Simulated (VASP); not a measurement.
# C (R-3m) in VASP: a series of runs, part 2 of 2

VASP 6.6.1. The steps go on from the part before.

## 3. G0W0 quasiparticle levels, PBE

This run uses another cell than the first one, of 5.97 Å³/atom.

File POSCAR:

```
C
1.0
   -0.0388188608      1.7947090060      1.7947090060
    1.7947090060     -0.0388188608      1.7947090060
    1.7947090060      1.7947090060     -0.0388188608
C
2
Direct
   -0.0000747738     -0.0000747738     -0.0000747738
    0.2500747738      0.2500747738      0.2500747738
```

File INCAR.step1:

```
SYSTEM = C
PREC = Accurate
ENCUT = 500
EDIFF = 1E-8
ISMEAR = 0
SIGMA = 0.01
LREAL = .FALSE.
LASPH = .TRUE.
NELM = 60
ALGO = Normal
LWAVE = .TRUE.
LCHARG = .FALSE.
GGA = PE
```

File INCAR.step2:

```
SYSTEM = C
PREC = Accurate
ENCUT = 500
EDIFF = 1E-8
ISMEAR = 0
SIGMA = 0.01
LREAL = .FALSE.
LASPH = .TRUE.
NELM = 1
ALGO = Exact
LWAVE = .TRUE.
LCHARG = .FALSE.
GGA = PE
NBANDS = 53
LOPTICS = .TRUE.
ISTART = 1
```

File INCAR.step3:

```
SYSTEM = C
PREC = Accurate
ENCUT = 500
EDIFF = 1E-8
ISMEAR = 0
SIGMA = 0.01
LREAL = .FALSE.
LASPH = .TRUE.
ALGO = EVGW0
LWAVE = .FALSE.
LCHARG = .FALSE.
GGA = PE
NELMGW = 1
NBANDS = 53
ENCUTGW = 150.0
NOMEGA = 48
PRECFOCK = Fast
ISTART = 1
NBANDSGW = 12
```

File KPOINTS:

```
regular mesh
0
G
  6 6 6
  0 0 0
```

Potentials or basis: VASP PAW PBE potentials, release 64 (C_GW).

Run with:

```sh
> cat potpaw_PBE.64/C_GW/POTCAR > POTCAR
> cp INCAR.step1 INCAR
> mpirun -np 1 vasp_std > vasp.out
> cp INCAR.step2 INCAR
> mpirun -np 1 vasp_std > vasp.out
> cp INCAR.step3 INCAR
> mpirun -np 1 vasp_std > vasp.out
```

OUTCAR:

```text
SYSTEM = C
   PREC = Accurate
   ENCUT = 500
   EDIFF = 1E-8
   ISMEAR = 0
   LREAL = .FALSE.
   LASPH = .TRUE.
   GGA = PE
   NELMGW = 1
   ENCUTGW = 150.0
   PRECFOCK = Fast
   ISTART = 1

 ion  position               nearest neighbor table
   1  1.000  1.000  1.000-   2 1.54   2 1.58   2 1.58   2 1.58
   2  0.250  0.250  0.250-   1 1.54   1 1.58   1 1.58   1 1.58

  LATTYP: Found a trigonal (rhomboedric) cell.
 ALAT       =     2.5383986559
 COS(alpha) =     0.4782585130

  Lattice vectors:

 A1 = (  -0.0388188608,   1.7947090060,   1.7947090060)
 A2 = (   1.7947090060,  -0.0388188608,   1.7947090060)
 A3 = (   1.7947090060,   1.7947090060,  -0.0388188608)

Analysis of symmetry for initial positions (statically):
=====================================================================
 Subroutine PRICEL returns:
 Original cell was already a primitive cell.

 Routine SETGRP: Setting up the symmetry group for a
 trigonal (rhombohedral) supercell.

 Subroutine GETGRP returns: Found 12 space group operations
 (whereof  6 operations were pure point group operations)
 out of a pool of 12 trial point group operations.

The static configuration has the point symmetry C_3v.
 The point group associated with its full space group is D_3d.

Analysis of symmetry for dynamics (positions and initial velocities):
=====================================================================
 Subroutine PRICEL returns:
 Original cell was already a primitive cell.

 Routine SETGRP: Setting up the symmetry group for a
 trigonal (rhombohedral) supercell.

 Subroutine GETGRP returns: Found 12 space group operations
 (whereof  6 operations were pure point group operations)
 out of a pool of 12 trial point group operations.

The dynamic configuration has the point symmetry C_3v.
 The point group associated with its full space group is D_3d.

 Subroutine INISYM returns: Found 12 space group operations
 (whereof  6 operations are pure point group operations),
 and found     1 'primitive' translations

----------------------------------------------------------------------------------------

                                     Primitive cell

  volume of cell :      11.9365

  direct lattice vectors                    reciprocal lattice vectors
    -0.038818861  1.794709006  1.794709006    -0.269716914  0.275679760  0.275679760
     1.794709006 -0.038818861  1.794709006     0.275679760 -0.269716914  0.275679760
     1.794709006  1.794709006 -0.038818861     0.275679760  0.275679760 -0.269716914

  length of vectors
     2.538398656  2.538398656  2.538398656     0.474073701  0.474073701  0.474073701

  position of ions in fractional coordinates (direct lattice)
     0.999925226  0.999925226  0.999925226
     0.250074774  0.250074774  0.250074774

  ion indices of the primitive-cell ions
   primitive index   ion index
                 1           1
                 2           2

[... 30 lines left out ...]
  0.333333 -0.000000 -0.000000      6.000000
  0.500000  0.000000  0.000000      3.000000
  0.166667  0.166667 -0.000000      6.000000
  0.333333  0.166667 -0.000000     12.000000
[... 16 lines left out ...]
  0.500000  0.500000  0.166667      6.000000
 -0.333333  0.500000  0.166667     12.000000
 [... further k-points ...]
   k-points           NKPTS =     32   k-points in BZ     NKDIM =    216   number of bands    NBANDS=     53
   number of dos      NEDOS =    301   number of ions     NIONS =      2
   total plane-waves  NPLWV =   8000
   dimension x,y,z NGX =    20 NGY =   20 NGZ =   20
   dimension x,y,z NGXF=    40 NGYF=   40 NGZF=   40
   ions per type =               2
   NGX,Y,Z   is equivalent  to a cutoff of  13.10, 13.10, 13.10 a.u.
   NGXF,Y,Z  is equivalent  to a cutoff of  26.20, 26.20, 26.20 a.u.
 SYSTEM =  C
   PREC   = accura    normal or accurate (medium, high low for compatibility)
   ISTART =      1    job   : 0-new  1-cont  2-samecut
   ICHARG =      0    charge: 1-file 2-atom 10-const
   ISPIN  =      1    spin polarized calculation?
   LNONCOLLINEAR =      F non collinear calculations
   LSORBIT =      F    spin-orbit coupling
   LASPH  =      T    aspherical Exc in radial PAW
   ENCUT  =  500.0 eV  36.75 Ry    6.06 a.u.   4.63  4.63  4.63*2*pi/ulx,y,z
   NELM   =     60;   NELMIN=  2; NELMDL=  0     # of ELM steps
   EDIFF  = 0.1E-07   stopping-criterion for ELM
   LREAL  =      F    real-space projection
   EDIFFG = 0.1E-06   stopping-criterion for IOM
   NSW    =      0    number of steps for IOM
   IBRION =     -1    ionic relax: 0-MD 1-quasi-New 2-CG
   NFREE  =      0    steps in history (QN), initial steepest desc. (CG)
   ISIF   =      0    stress and relaxation
   ISYM   =      3    0-nonsym 1-usesym 2-fastsym
   POTIM  = 0.5000    time-step for ionic-motion
   TEBEG  =    0.0;   TEEND  =   0.0 temperature during run
   PSTRESS=    0.0 pullay stress
   NELECT =       8.0000    total number of electrons
   NUPDOWN=      -1.0000    fix difference up-down
   EMIN   =  10.00;   EMAX   =-10.00  energy-range for DOS
   EFERMI =   0.00;   METHOD = LEGACY
   ISMEAR =     0;   SIGMA  =   0.01  broadening in eV -4-tet -1-fermi 0-gaus
   EFERMI_NEDOS =   21; number of points for ismear=-14 and -15
   IALGO  =     38    algorithm
   IMIX   =      4    mixing-type and parameters
     AMIX     =   0.40;   BMIX     =  1.00
     AMIX_MAG =   1.60;   BMIX_MAG =  1.00
  volume/ion in A,a.u.               =       5.97        40.28
  Fermi-wavevector in a.u.,A,eV,Ry     =   1.432669  2.707352 27.926518  2.052541
  Thomas-Fermi vector in A             =   2.552271
   LORBIT       =      0    0 simple, 1 ext, 2 COOP (PROOUT), +10 PAW based schemes
   GGA     = PE    functional components
   LHFCALC =     T    Hartree Fock is set to
   PRECFOCK=fast      Normal, Fast or Accurate (Low or Medium for compatibility)
   ENCUT4O =  -1.0   cutoff for four orbital integrals eV
   NKREDX  =     1    reduce k-point grid by
   NKREDY  =     1    reduce k-point grid by
   NKREDZ  =     1    reduce k-point grid by
   AEXX    =    1.0000 exact exchange contribution
   HFSCREEN=    0.0000 screening length (either q_TF or 0.3 A-1)
   HFSCREENC=   0.0000 screening length for correlation (either q_TF or 0.3 A-1)
   ENCUTFOCK=  -1.0 apply spherical cutoff to Coloumb kernel
   IVDW    =     0    specifies the selected vdW correction
   LEPSILON=     F    determine dielectric tensor
   LRPA    =     F    only Hartree local field effects (RPA)
   LRPAFORCE           =     F    calculate RPA forces
   ENCUTGW             = 150.0    cutoff for response function in eV
   ENCUTGWSOFT         = 120.0    soft cutoff for Coulomb kernel in GW response function in eV
   ENCUTLF             =  -1.0    cutoff for local field effects
   NELMGW              =     1    number of iterations in solving QP/BSE equation
   NELMHF              =     1    number of iterations in the inner HF iteration
   NKREDLFX            =     1    NKREDLFY  =   1   NKREDLFZ  =   1
 non-spin polarized calculation
 Gauss-broadening in eV      SIGMA  =   0.01
  energy-cutoff  :      500.00
  volume of cell :       11.94
 maximum number of plane-waves:       310
 NGX is ok and might be reduce to    20
  NGX = 12; NGY = 12; NGZ = 12
   NGX =  9   NGY =  9   NGZ =  9
 maximum number of plane-waves:        59
 NGX is ok and might be reduce to    12

 QP shifts <psi_nk| G(iteration)W_0 |psi_nk>: iteration 1
 for sc-GW calculations column KS-energies equals QP-energies in previous step
 and V_xc(KS)=  KS-energies - (<T + V_ion + V_H > + <T+V_H+V_ion>^1  + <V_x>^1)

 k-point   1 :       0.0000    0.0000    0.0000
  band No.  KS-energies  QP-energies   sigma(KS)   V_xc(KS)     V^pw_x(r,r')   Z            occupation Imag(sigma)

      1     -11.7679     -13.3289     -16.6931     -14.6151     -25.1044       0.7512       2.0000       1.4208
      2       9.0236       8.5021     -17.3640     -16.7294     -19.1909       0.8218       2.0000       0.0723
      3       9.0422       8.5227     -17.1686     -16.5365     -18.8197       0.8218       2.0000       0.0681
      4       9.0422       8.5227     -17.1686     -16.5365     -18.8197       0.8218       2.0000       0.0681
      5      14.1866      15.2985     -13.9677     -15.3257      -9.2439       0.8188       0.0000      -0.0962
      6      14.1866      15.2985     -13.9677     -15.3257      -9.2439       0.8188       0.0000      -0.0962
      7      15.0180      16.1786     -13.9877     -15.4120      -9.0611       0.8149       0.0000      -0.1030
      8      21.3267      22.4075     -14.9159     -16.3211      -7.9371       0.7691       0.0000      -0.2185
      9      27.7183      28.0502     -11.1896     -11.6027      -4.2174       0.8035       0.0000      -0.3920
     10      35.0461      36.1022     -12.3405     -13.6200      -5.7436       0.8255       0.0000      -0.5870
     11      35.0461      36.1022     -12.3405     -13.6200      -5.7436       0.8255       0.0000      -0.5870
     12      35.8248      36.2418     -10.7886     -11.2976      -3.1790       0.8194       0.0000      -0.9421
[... 356 lines left out ...]
      1      -3.1098      -4.3796     -17.3609     -15.6752     -23.2567       0.7533       2.0000       0.4113
      2      -2.6594      -3.9152     -17.2297     -15.5623     -22.9765       0.7531       2.0000       0.3868
      3       1.5200       0.4844     -16.1841     -14.8721     -19.8738       0.7893       2.0000       0.1588
      4       1.7314       0.7007     -16.2824     -14.9773     -19.9859       0.7897       2.0000       0.1560
      5      16.5720      17.4539     -12.9866     -14.0659      -7.5409       0.8171       0.0000      -0.1255
      6      17.4772      18.3899     -13.0790     -14.1969      -7.5310       0.8164       0.0000      -0.1298
      7      22.4424      23.8042     -14.1799     -15.9468      -6.9148       0.7708       0.0000      -0.2605
      8      23.3394      24.7442     -14.3627     -16.1965      -6.8963       0.7661       0.0000      -0.2816
      9      29.7836      30.9410     -13.4227     -14.9077      -5.3844       0.7793       0.0000      -0.5875
     10      30.1027      31.2885     -13.4998     -15.0229      -5.4013       0.7786       0.0000      -0.6044
     11      38.5424      39.4254     -12.0005     -13.1000      -4.1604       0.8030       0.0000      -1.0051
     12      39.3027      40.2011     -12.0255     -13.1429      -4.1471       0.8040       0.0000      -1.0599

 [... further k-points ...]
```

Wall time 3.2 min (1 thread of Intel Xeon 8259CL, shared host); peak memory 0.25 GiB.

What came out:

| Quantity | Value |
| --- | --- |
| Quasiparticle gap | 5.25 eV |
| Least direct quasiparticle gap | 6.78 eV |
| Band gap of the starting levels on the mesh | 4.01 eV |
| Least direct gap of the starting levels on the mesh | 5.14 eV |

Caveat: the k points lie up to 0.50 Å⁻¹ apart; the cutoff is under 1.25 times the usual one of these potentials, so pressure, stress and relaxed cells hold a basis-set (Pulay) error; bands, screening cutoff and mesh are small and nothing is extrapolated, so the quasiparticle values aren't converged.
